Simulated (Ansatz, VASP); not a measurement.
## Cr: VASP beside Ansatz

```
Cr
1.0
     2.86643    0.00000    0.00000
     0.00000    2.86643    0.00000
     0.00000    0.00000    2.86643
Cr
2
Cartesian
  0.0000 0.0000 0.0000
  1.4332 1.4332 1.4332
```

Alike in both runs: functional PBE; k mesh 16 × 16 × 16; occupations gaussian, width 0.05 eV; collinear spin.

Ansatz relaxed the structure, and its values are those at the end. VASP's run is a single point on that final structure, the one shown.

|  | VASP | Ansatz |
| --- | --- | --- |
| version | VASP 6.6.1 | Ansatz 0.2.0 |
| potentials or method | VASP PAW PBE potentials, release 64 (Cr_pv), cutoff 520 eV | scalar-relativistic, plane waves, PAW |
| valence electrons in the cell | 24 | 28 |

```csv
,VASP,Ansatz,Ansatz less VASP
gap on the k mesh at the Fermi level (eV),none,none,-
pressure (GPa),0.0,0.0,-0.01
net moment per atom (μB),0.00,0.00,0.000
size of the moment on the site where the two differ most (μB),1.12,1.02,-0.100
```

Site moments also hang on the region over which each program counts them. A gap of «none» marks a metal or a gap that the smearing closes. VASP's potentials hold 24 valence electrons a cell and Ansatz's 28, so a difference there can come from the potentials and not from the codes.
